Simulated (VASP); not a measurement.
# SiGe4W (F-43m) in VASP: a series of runs, part 3 of 3

VASP 6.6.1.

### 6 Relaxation of cell and atoms, PBE

File INCAR:

```
SYSTEM = SiGe4W
  PREC = Accurate
  ENCUT = 600
  EDIFF = 1E-6
  ISMEAR = 0
  SIGMA = 0.1
  LREAL = .FALSE.
  LASPH = .TRUE.
  NELM = 100
  ALGO = Normal
  ISIF = 3
  LWAVE = .FALSE.
  LCHARG = .FALSE.
  GGA = PE
  IBRION = 2
  NSW = 100
  EDIFFG = -0.01
```

File KPOINTS:

```
Automatic mesh
0
G
  10 10 10
  0 0 0
```

File POSCAR:

```
SiGe4W
1.0
    0.0000000000      3.7647717272      3.7647717272
    3.7647717272      0.0000000000      3.7647717272
    3.7647717272      3.7647717272      0.0000000000
Si Ge W
1 4 1
Direct
    0.0000000000      0.0000000000      0.0000000000
    0.6239126585      0.6239126585      0.1282620246
    0.6239126585      0.1282620246      0.6239126585
    0.1282620246      0.6239126585      0.6239126585
    0.6239126585      0.6239126585      0.6239126585
    0.2500000000      0.2500000000      0.2500000000
```

Potentials or basis: VASP PAW PBE potentials, release 64 (Si, Ge_d, W_sv).

Started as:

```sh
$ cat potpaw_PBE.64/Si/POTCAR potpaw_PBE.64/Ge_d/POTCAR potpaw_PBE.64/W_sv/POTCAR > POTCAR
$ mpirun -np 1 vasp_std > vasp.out
```

Wall time 27 min (1 thread of Intel Xeon 6975P-C, shared host); peak memory 0.49 GiB.

The run converged. Its results:

| Property | Result |
| --- | --- |
| Free energy | -31.1534 eV |
| Relaxed volume | 17.65 Å³/atom |
| Relaxed cell | a = 5.310 Å, b = 5.310 Å, c = 5.310 Å, α = 60.00°, β = 60.00°, γ = 60.00° |
| Space group after relaxing (to 0.05 Å) | F-43m (No. 216) |
| Energy gained by relaxing | 0.8 meV/atom |
| Ionic steps | 6 |
| Pressure after relaxing | 0.0 GPa |
| Largest force after relaxing | 0.006 eV/Å |
| Band gap on the k mesh | zero (band 37 reaches 8.17 eV, above the bottom of band 38 at 7.51 eV) |

Forces on the atoms (eV/Å):
```
Si   0.000  0.000  0.000
Ge   0.003  0.003 -0.003
Ge   0.003 -0.003  0.003
Ge  -0.003  0.003  0.003
Ge  -0.003 -0.003 -0.003
W    0.000  0.000  0.000
```

The path:
| step | energy change (eV) | largest force (eV/Å) | pressure (GPa) | volume (Å³) |
| --- | --- | --- | --- | --- |
| 1 | 0.0000 | 0.1759 | -0.74 | 106.72 |
| 2 | -0.0046 | 0.0110 | 0.32 | 105.46 |
| 3 | -0.0048 | 0.0260 | 0.19 | 105.70 |
| 4 | -0.0048 | 0.0330 | 0.09 | 105.75 |
| 5 | -0.0048 | 0.0297 | 0.10 | 105.73 |
| 6 | -0.0049 | 0.0057 | -0.02 | 105.88 |

Final structure:
```cif
data_structure
_symmetry_space_group_name_H-M 'P 1'
_symmetry_Int_Tables_number 1
_cell_length_a 5.3103
_cell_length_b 5.3103
_cell_length_c 5.3103
_cell_angle_alpha 60.000
_cell_angle_beta 60.000
_cell_angle_gamma 60.000
_cell_volume 105.88
loop_
_atom_site_label
_atom_site_type_symbol
_atom_site_fract_x
_atom_site_fract_y
_atom_site_fract_z
_atom_site_occupancy
Si1 Si 0.00000 0.00000 0.00000 1
Ge1 Ge 0.62453 0.62453 0.12640 1
Ge2 Ge 0.62453 0.12640 0.62453 1
Ge3 Ge 0.12640 0.62453 0.62453 1
Ge4 Ge 0.62453 0.62453 0.62453 1
W1 W 0.25000 0.25000 0.25000 1
```

Levels at points of the mesh, in eV from the Fermi level:
| k point | band 35 | band 36 | band 37 | band 38 | band 39 | band 40 |
| --- | --- | --- | --- | --- | --- | --- |
| (0.00, 0.00, 0.00) | -3.44 | -0.38 | -0.38 | -0.38 | 0.99 | 1.44 |
| (0.50, 0.00, 0.00) | -0.71 | -0.06 | -0.06 | 0.09 | 0.93 | 0.93 |
| (0.50, 0.50, 0.00) | -1.02 | -0.07 | -0.07 | 0.26 | 0.43 | 1.08 |

Caveat: spin-orbit coupling is left out, which moves the levels of the heavy elements.

### 7 The runs side by side

| task | cell | k mesh | cutoff (eV) | gap on the mesh (eV) | pressure (GPa) | relaxed volume (Å³/atom) | largest force (eV/Å) |
| --- | --- | --- | --- | --- | --- | --- | --- |
| single point | a = 5.324 Å, angles 60.0°, 6 atoms | 4 × 4 × 4 | 520 | none | -0.3 | - | - |
| single point | a = 5.450 Å, angles 60.0°, 6 atoms | 4 × 4 × 4 | 520 | none | -5.8 | - | 0.30 |
| relaxation of cell and atoms | relaxed from a = 5.450 Å, angles 60.0°, 6 atoms | 4 × 4 × 4 | 600 | none | 0.0 | 17.76 | 0.01 |
| single point | a = 5.307 Å, angles 60.0°, 6 atoms | 10 × 10 × 10 | 520 | none | 0.1 | - | - |
| relaxation of cell and atoms | relaxed from a = 5.324 Å, angles 60.0°, 6 atoms | 10 × 10 × 10 | 600 | none | 0.0 | 17.65 | 0.01 |

Alike in all rows: level PBE; potentials or basis VASP PAW PBE potentials, release 64 (Si, Ge_d, W_sv); no spin polarisation; smearing gaussian 0.1 eV.

Caveats: some runs use coarse meshes; spin-orbit coupling is left out, which moves the levels of the heavy elements.

Total energies depend on the potentials used, so only differences within one code and one set of settings carry meaning.
